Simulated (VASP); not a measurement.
# W (Im-3m) in VASP: a series of runs

W is run at these levels: LDA; tasks: single point.

All numbers are computed with VASP 6.6.1; they aren't measurements. Logs are shortened: lines on timing, memory, paths and dates and some standing lists are left out, and cuts for length are marked.

## Step 1: The cell of the first run

The structure is cubic, space group Im-3m (No. 229). The conventional cell has a = 3.137 Å, b = 3.137 Å, c = 3.137 Å, α = 90.00°, β = 90.00°, γ = 90.00°. Within 3.6 Å of W (site symmetry m-3m) lie 14 W at 2.72 to 3.14 Å.

## Step 2: Single point, LDA, non-collinear spin, zero start, spin-orbit coupling

The input, INCAR:

```
SYSTEM = W
PREC     = Accurate       ! precision mode
ENCUT    = 520            ! plane-wave cutoff, eV
EDIFF    = 1E-6           ! SCF threshold, eV
ISMEAR   = -1             ! smearing method
SIGMA    = 0.05           ! smearing width, eV
LREAL    = .FALSE.        ! projectors in reciprocal space
LASPH    = .TRUE.         ! aspherical terms in the spheres
NELM     = 150            ! most SCF steps
ALGO     = Normal         ! electronic algorithm
ISIF     = 2              ! what is computed and relaxed
LWAVE    = .FALSE.        ! write WAVECAR
LCHARG   = .FALSE.        ! write CHGCAR
MAGMOM   = 0 0 0          ! initial moments
LORBIT   = 11             ! projections on sites
LSORBIT  = .TRUE.         ! spin-orbit coupling
GGA_COMPAT= .FALSE.      
LORBMOM  = .TRUE.       
LMAXMIX  = 4              ! l up to which the mixer works
GGA      = CA             ! functional
NBANDS   = 25             ! bands
```

The input, KPOINTS:

```
regular mesh
0
G
  18 18 18
  0 0 0
```

The input, POSCAR:

```
W
1.0
   -1.5684183006      1.5684183006      1.5684183006
    1.5684183006     -1.5684183006      1.5684183006
    1.5684183006      1.5684183006     -1.5684183006
W
1
Direct
    0.0000000000      0.0000000000      0.0000000000
```

Potentials or basis: VASP PAW LDA potentials, release 64 (W_sv).

Launch:

```
$ cat potpaw_LDA.64/W_sv/POTCAR > POTCAR
$ mpirun -np 1 vasp_ncl > vasp.out
```

OUTCAR:

```text
SYSTEM = W
   PREC = Accurate
   ENCUT = 520
   EDIFF = 1E-6
   ISMEAR = -1
   LREAL = .FALSE.
   LASPH = .TRUE.
   NELM = 150
   ISIF = 2
   LORBIT = 11
   LSORBIT = .TRUE.
   GGA = CA

 ion  position               nearest neighbor table
   1  0.000  0.000  0.000-

  LATTYP: Found a body centered cubic cell.
 ALAT       =     3.1368366012

  Lattice vectors:

 A1 = (  -1.5684183006,   1.5684183006,   1.5684183006)
 A2 = (   1.5684183006,  -1.5684183006,   1.5684183006)
 A3 = (   1.5684183006,   1.5684183006,  -1.5684183006)

Analysis of symmetry for initial positions (statically):
=====================================================================
 Subroutine PRICEL returns:
 Original cell was already a primitive cell.

 Routine SETGRP: Setting up the symmetry group for a
 body centered cubic supercell.

 Subroutine GETGRP returns: Found 48 space group operations
 (whereof 48 operations were pure point group operations)
 out of a pool of 48 trial point group operations.

The static configuration has the point symmetry O_h .

Analysis of symmetry for dynamics (positions and initial velocities):
=====================================================================
 Subroutine PRICEL returns:
 Original cell was already a primitive cell.

 Routine SETGRP: Setting up the symmetry group for a
 body centered cubic supercell.

 Subroutine GETGRP returns: Found 48 space group operations
 (whereof 48 operations were pure point group operations)
 out of a pool of 48 trial point group operations.

The dynamic configuration has the point symmetry O_h .

Analysis of structural, dynamic, and magnetic symmetry:
=====================================================================
 Subroutine PRICEL returns:
 Original cell was already a primitive cell.

 Routine SETGRP: Setting up the symmetry group for a
 body centered cubic supercell.

 Subroutine GETGRP returns: Found 48 space group operations
 (whereof 48 operations were pure point group operations)
 out of a pool of 48 trial point group operations.

The overall configuration has the point symmetry O_h .

 Subroutine INISYM returns: Found 48 space group operations
 (whereof 48 operations are pure point group operations),
 and found     1 'primitive' translations

----------------------------------------------------------------------------------------

                                     Primitive cell

  volume of cell :      15.4328

  direct lattice vectors                    reciprocal lattice vectors
    -1.568418301  1.568418301  1.568418301     0.000000000  0.318792506  0.318792506
     1.568418301 -1.568418301  1.568418301     0.318792506  0.000000000  0.318792506
     1.568418301  1.568418301 -1.568418301     0.318792506  0.318792506  0.000000000

  length of vectors
     2.716580184  2.716580184  2.716580184     0.450840685  0.450840685  0.450840685

  position of ions in fractional coordinates (direct lattice)
     0.000000000  0.000000000  0.000000000

  ion indices of the primitive-cell ions
   primitive index   ion index
                 1           1

----------------------------------------------------------------------------------------

 KPOINTS: regular mesh

Automatic generation of k-mesh.
 Grid dimensions read from file:
 generate k-points for:   18   18   18

 Generating k-lattice:

  Cartesian coordinates                     Fractional coordinates (reciprocal lattice)
     0.000000000  0.017710695  0.017710695     0.055555556  0.000000000  0.000000000
     0.017710695  0.000000000  0.017710695     0.000000000  0.055555556  0.000000000
     0.017710695  0.017710695  0.000000000     0.000000000  0.000000000  0.055555556

  Length of vectors
     0.025046705  0.025046705  0.025046705

  Shift w.r.t. Gamma in fractional coordinates (k-lattice)
     0.000000000  0.000000000  0.000000000

 Subroutine IBZKPT returns following result:
 ===========================================

 Found    195 irreducible k-points:

 Following reciprocal coordinates:
            Coordinates               Weight
  0.000000  0.000000  0.000000      1.000000
  0.055556  0.000000  0.000000     12.000000
[... 35 lines left out ...]
   ISPIN  =      1    spin polarized calculation?
   LNONCOLLINEAR =      T non collinear calculations
   LSORBIT =      T    spin-orbit coupling
   LASPH  =      T    aspherical Exc in radial PAW
   ENCUT  =  520.0 eV  38.22 Ry    6.18 a.u.   5.05  5.05  5.05*2*pi/ulx,y,z
   NELM   =    150;   NELMIN=  2; NELMDL= -5     # of ELM steps
   EDIFF  = 0.1E-05   stopping-criterion for ELM
   LREAL  =      F    real-space projection
[... 7 lines left out ...]
   TEBEG  =    0.0;   TEEND  =   0.0 temperature during run
   PSTRESS=    0.0 pullay stress
   NELECT =      14.0000    total number of electrons
   NUPDOWN=      -1.0000    fix difference up-down
   EMIN   =  10.00;   EMAX   =-10.00  energy-range for DOS
   EFERMI =   0.00;   METHOD = LEGACY
   ISMEAR =    -1;   SIGMA  =   0.05  broadening in eV -4-tet -1-fermi 0-gaus
   EFERMI_NEDOS =   21; number of points for ismear=-14 and -15
   IALGO  =     38    algorithm
   IMIX   =      4    mixing-type and parameters
     AMIX     =   0.40;   BMIX     =  1.00
     AMIX_MAG =   1.60;   BMIX_MAG =  1.00
  volume/ion in A,a.u.               =      15.43       104.15
  Fermi-wavevector in a.u.,A,eV,Ry     =   1.584780  2.994800 34.171402  2.511527
  Thomas-Fermi vector in A             =   2.684345
   LORBIT       =     11    0 simple, 1 ext, 2 COOP (PROOUT), +10 PAW based schemes
   GGA     = CA    functional components
   LHFCALC =     F    Hartree Fock is set to
   AEXX    =    0.0000 exact exchange contribution
   IVDW    =     0    specifies the selected vdW correction
   LEPSILON=     F    determine dielectric tensor
   LRPA    =     F    only Hartree local field effects (RPA)
  energy-cutoff  :      520.00
  volume of cell :       15.43
 maximum number of plane-waves:       860
   NGX = 11   NGY = 11   NGZ = 11

 number of electron      14.0000000 magnetization       0.0000000      0.0000000      0.0000000

 number of electron      14.0000004 magnetization      -0.0000000      0.0000000      0.0000000

 number of electron      14.0000004 magnetization       0.0000000     -0.0000000     -0.0000000

 Free energy of the ion-electron system (eV)
  ---------------------------------------------------
  ext. energy  EPLUGINS =         0.00000000
  ---------------------------------------------------
  free energy    TOTEN  =       -14.93713899 eV

  energy without entropy =      -14.93231062  energy(sigma->0) =      -14.93472480

 E-fermi :  11.6822     XC(G=0): -13.9794

 val. band max:       11.6818073325   @ k =  -0.1667   0.1667   0.0556
 cond. band min:      11.6921629648   @ k =  -0.2778   0.3333   0.1667
 fundamental gap:      0.0103556323
 Fermi energy:        11.6822462163

 k-point     1 :       0.0000    0.0000    0.0000
  band No.  band energies     occupation
      1     -62.0123      1.00000
      2     -62.0123      1.00000
      3     -31.8991      1.00000
      4     -31.8991      1.00000
      5     -22.8609      1.00000
      6     -22.8609      1.00000
[... 661 lines left out ...]
     24      24.5169      0.00000
     25      29.0668      0.00000

 [... further k-points ...]

------------------------ aborting loop because EDIFF is reached ----------------------------------------

  FORCE on cell =-STRESS in cart. coord.  units (eV):
  Direction    XX          YY          ZZ          XY          YZ          ZX
  --------------------------------------------------------------------------------------
  -------------------------------------------------------------------------------------
  Total        0.2445012      0.2445012      0.2445012      0.0000000      0.0000000      0.0000000
  in kB       25.3831715     25.3831715     25.3831715      0.0000000      0.0000000      0.0000000
  external PRESSURE =      25.3831715 kB  Pullay stress =       0.0000000 kB

 VOLUME and BASIS-vectors are now :
 -----------------------------------------------------------------------------
  energy-cutoff  :      520.00
  volume of cell :       15.43
      direct lattice vectors                 reciprocal lattice vectors
    -1.568418301  1.568418301  1.568418301     0.000000000  0.318792506  0.318792506
     1.568418301 -1.568418301  1.568418301     0.318792506  0.000000000  0.318792506
     1.568418301  1.568418301 -1.568418301     0.318792506  0.318792506  0.000000000

 POSITION                                       TOTAL-FORCE (eV/Angst)
 -----------------------------------------------------------------------------------
      0.00000      0.00000      0.00000        -0.000000      0.000000      0.000000
 -----------------------------------------------------------------------------------
    total drift:                                0.000000     -0.000000     -0.000000

  FREE ENERGIE OF THE ION-ELECTRON SYSTEM (eV)
  ---------------------------------------------------
  free  energy   TOTEN  =       -14.9371389880 eV

  energy  without entropy=      -14.9323106202  energy(sigma->0) =      -14.93472480

 orbital moment (x)

 # of ion     p       d       tot
 ----------------------------------------
  1        -0.000  -0.000  -0.000
 ----------------------------------------
           -0.000  -0.000  -0.000

 orbital moment (y)

 # of ion     p       d       tot
 ----------------------------------------
  1        -0.000  -0.000  -0.000
 ----------------------------------------
           -0.000  -0.000  -0.000

 orbital moment (z)

 # of ion     p       d       tot
 ----------------------------------------
  1         0.000   0.000   0.000
 ----------------------------------------
            0.000   0.000   0.000

 Spin-Orbit-Coupling matrix elements

 Ion:    1  E_soc:     -1.6562366
 l=   1
     0.0000000    -0.2326543    -0.2326543
    -0.2326543     0.0000000    -0.2326543
    -0.2326543    -0.2326543     0.0000000
 l=   2
     0.0000000    -0.0112372     0.0000000    -0.0112372    -0.0321479
    -0.0112372     0.0000000    -0.0241109    -0.0112372    -0.0080370
     0.0000000    -0.0241109     0.0000000    -0.0241109     0.0000000
    -0.0112372    -0.0112372    -0.0241109     0.0000000    -0.0080370
    -0.0321479    -0.0080370     0.0000000    -0.0080370     0.0000000
 l=   3
     0.0000000     0.0000000     0.0000000     0.0000000     0.0000000     0.0000000     0.0000000
     0.0000000     0.0000000     0.0000000     0.0000000     0.0000000     0.0000000     0.0000000
     0.0000000     0.0000000     0.0000000     0.0000000     0.0000000     0.0000000     0.0000000
     0.0000000     0.0000000     0.0000000     0.0000000     0.0000000     0.0000000     0.0000000
     0.0000000     0.0000000     0.0000000     0.0000000     0.0000000     0.0000000     0.0000000
     0.0000000     0.0000000     0.0000000     0.0000000     0.0000000     0.0000000     0.0000000
     0.0000000     0.0000000     0.0000000     0.0000000     0.0000000     0.0000000     0.0000000

 total charge

# of ion       s       p       d       tot
------------------------------------------
    1        2.413   6.353   3.437  12.203

 magnetization (x)

# of ion       s       p       d       tot
------------------------------------------
    1        0.000   0.000  -0.000  -0.000

 magnetization (y)

# of ion       s       p       d       tot
------------------------------------------
    1       -0.000   0.000   0.000   0.000

 magnetization (z)

# of ion       s       p       d       tot
------------------------------------------
    1       -0.000   0.000  -0.000  -0.000
```

It took 72 s on 1 thread of AMD EPYC 9R45 (Zen 5), shared host; peak memory 0.19 GiB.

What came out:

```yaml
Free_energy: -14.9371 eV
Pressure: 2.5 GPa
Net_moment: 0.00 μB per cell
Valence_electrons_inside_the_program's_atomic_spheres: W 12.20
```

Moments on the atoms (μB; x, y, z):
```
W   0.00 0.00 0.00
```

## Step 3: Single point, LDA, non-collinear spin, zero start, spin-orbit coupling

The input, INCAR:

```
SYSTEM = W
  PREC = Accurate
  ENCUT = 520
  EDIFF = 1E-6
  ISMEAR = -1
  SIGMA = 0.05
  LREAL = .FALSE.
  LASPH = .TRUE.
  NELM = 150
  ALGO = Normal
  ISIF = 2
  LWAVE = .FALSE.
  LCHARG = .FALSE.
  LNONCOLLINEAR = .TRUE.
  MAGMOM = 0 0 0
  LORBIT = 11
  LSORBIT = .TRUE.
  GGA_COMPAT = .FALSE.
  LORBMOM = .TRUE.
  LMAXMIX = 4
  NBANDS = 25
```

KPOINTS is that of step 2.

POSCAR is that of step 2.

Potentials or basis: VASP PAW LDA potentials, release 64 (W_sv).

Launch:

```
$ cat potpaw_LDA.64/W_sv/POTCAR > POTCAR
$ mpirun -np 1 vasp_ncl > vasp.out
```

Run time: 72 s. Hardware: 1 thread of AMD EPYC 9R45 (Zen 5), shared host; peak memory 0.19 GiB.

It converged, with:

- Free energy: -14.9371 eV
- Pressure: 2.5 GPa
- Net moment: 0.00 μB per cell
- Valence electrons inside the program's atomic spheres: W 12.20

Moments on the atoms (μB; x, y, z):
```
W   0.00 0.00 0.00
```
